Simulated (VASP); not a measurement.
# Cd: relaxation of cell and atoms with LDA

Cd:

```
Cd
1.0
     2.79966    0.00000    0.00000
    -1.39983    2.42458    0.00000
     0.00000    0.00000    4.54934
Cd
2
Cartesian
  0.0000 1.6164 1.1373
  1.3998 0.8082 3.4120
```

| Property | Result |
| --- | --- |
| Program | VASP 6.6.1 |
| Task | relaxation of cell and atoms |
| Functional | LDA |
| Potentials or basis | VASP PAW LDA potentials, release 64 (Cd) |
| Cutoff | 600 eV |
| k mesh | 16 × 16 × 9 |
| Occupations | fermi-dirac, width 0.08 eV |
| Spin | no spin polarisation |
| Target pressure | 35 GPa |
| Dipole correction | no |
| Further INCAR settings | ALGO = Normal; EDIFF = 1e-07; IBRION = 2; EDIFFG = -0.005; NSW = 32; ISIF = 3 |

```yaml
Relaxed_volume: 15.57 Å³/atom
Relaxed_cell: a = 2.808 Å, b = 2.808 Å, c = 4.562 Å, α = 90.00°, β = 90.00°, γ = 120.00°
Space_group_after_relaxing_to_0.1_Å: P6_3/mmc (No. 194)
Energy_change_on_relaxing_the_run_minimises_the_enthalpy: -29.8 meV/atom
Ionic_steps: 3
Pressure_after_relaxing: 35.0 GPa
Band_gap_on_the_k_mesh: zero (bands 12 and 13 overlap by 2.34 eV)
```

The path:
| step | energy change (eV) | largest force (eV/Å) | pressure (GPa) | volume (Å³) |
| --- | --- | --- | --- | --- |
| 1 | 0.0000 | 0.0000 | 37.11 | 30.88 |
| 2 | -0.1919 | 0.0000 | 30.13 | 31.80 |
| 3 | -0.0597 | 0.0000 | 34.97 | 31.15 |

Final structure:
```cif
data_structure
_symmetry_space_group_name_H-M 'P 1'
_symmetry_Int_Tables_number 1
_cell_length_a 2.8078
_cell_length_b 2.8078
_cell_length_c 4.5618
_cell_angle_alpha 90.000
_cell_angle_beta 90.000
_cell_angle_gamma 120.000
_cell_volume 31.15
loop_
_atom_site_label
_atom_site_type_symbol
_atom_site_fract_x
_atom_site_fract_y
_atom_site_fract_z
_atom_site_occupancy
Cd1 Cd 0.33333 0.66667 0.25000 1
Cd2 Cd 0.66667 0.33333 0.75000 1
```

Levels at points of the mesh, in eV from the Fermi level:
| k point | band 10 | band 11 | band 12 | band 13 | band 14 | band 15 |
| --- | --- | --- | --- | --- | --- | --- |
| (0.00, 0.00, 0.00) | -9.34 | -9.34 | -4.36 | -0.99 | 13.81 | 15.27 |
| (0.50, 0.00, 0.00) | -9.11 | -4.34 | -3.14 | 3.15 | 3.28 | 5.60 |

It took 2.5 min on 1 thread of Intel Xeon 8259CL, on a shared host, peak memory 0.2 GiB.

Caveat: the cell is relaxed towards a set pressure, so the run minimises the enthalpy, not the energy.
